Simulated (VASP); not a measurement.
Input of a VASP 6.6.1 run:

INCAR

```
SYSTEM = MnCu5
ALGO = Normal
EDIFF = 1E-6
ENCUT = 600
GGA = PE
GGA_COMPAT = .FALSE.
ISIF = 2
ISMEAR = 0
ISPIN = 2
KPAR = 4
LASPH = .TRUE.
LCHARG = .TRUE.
LMAXMIX = 4
LORBIT = 11
LREAL = .FALSE.
LVHAR = .TRUE.
LWAVE = .FALSE.
MAGMOM = 2.67 0 0 0 0 0
NBANDS = 47
NELM = 200
PREC = Accurate
SIGMA = 0.1
```

File KPOINTS:

```
k-points
0
G
  18 18 4
  0 0 0
```

Contents of POSCAR:

```
MnCu5
1.0
    2.5619182178      0.0000000000      0.0000000000
   -1.2809591089      2.2186862591      0.0000000000
    0.0000000000      0.0000000000     12.7222839855
Mn Cu
1 5
Direct
    0.3333333333      0.6666666667      0.0000000000
    0.6666666667      0.3333333333      0.1684127678
    0.6666666667      0.3333333333      0.5000000000
    0.6666666667      0.3333333333      0.8315872322
    0.3333333333      0.6666666667      0.3349574895
    0.3333333333      0.6666666667      0.6650425105
```

Potentials or basis: VASP PAW PBE potentials, release 64 (Mn_pv, Cu).

The run is started by

```console
$ cat potpaw_PBE.64/Mn_pv/POTCAR potpaw_PBE.64/Cu/POTCAR > POTCAR
$ mpirun -np 4 vasp_std > vasp.out
```

(1) Estimate the net moment.

(2) Predict the largest force.

(3) What does it give for the pressure?

(4) Predict the site moments.

Answers

(1) 2.62 μB per cell.

(2) 0.004 eV/Å.

(3) 0.5 GPa.

(4) Mn +2.49; Cu +0.04, +0.00, -0.00 (each value once) μB.
